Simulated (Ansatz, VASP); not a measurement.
Two plane-wave programs on MoS2

```xyz
6
Lattice="2.9846 0.0000 0.0000 -1.4923 2.5847 0.0000 0.0000 0.0000 12.8217" Properties=species:S:1:pos:R:3 pbc="T T T"
Mo    0.0000    1.7232    3.2054
Mo    1.4923    0.8616    9.6163
S     0.0000    1.7232    8.0263
S     1.4923    0.8616    1.6154
S     0.0000    1.7232   11.2063
S     1.4923    0.8616    4.7954
```

Alike in both runs: task single point; functional PBEsol; k mesh 12 × 12 × 2; no spin polarisation.

```csv
,VASP,Ansatz
version,VASP 6.6.1,Ansatz 0.2.0
potentials or method,"VASP PAW PBE potentials, release 64 (Mo_sv, S), cutoff 520 eV","scalar-relativistic, plane waves, PAW"
occupations,"methfessel-paxton of order 1, width 0.2 eV","cold, width 0.2 eV"
valence electrons in the cell,52,52
```

Ansatz gave:

```
gap on the k mesh at the Fermi level (eV)                     : 1.27
least direct gap on the mesh (eV)                             : 2.12
pressure (GPa)                                                : 14.5
traceless stress, the component that is largest in VASP (GPa) : -8.57
rms of the force components (eV/Å)                            : 0.271
```

**Question.** What did VASP give for the same quantities?

**Answer.** gap on the k mesh at the Fermi level (eV): 1.27; least direct gap on the mesh (eV): 2.13; pressure (GPa): 14.4; traceless stress, the component that is largest in VASP (GPa): -8.71; rms of the force components (eV/Å): 0.268.

VASP's potentials were made for PBE, not for PBEsol. Atom by atom the forces differ by 0.003 eV/Å (rms over components).
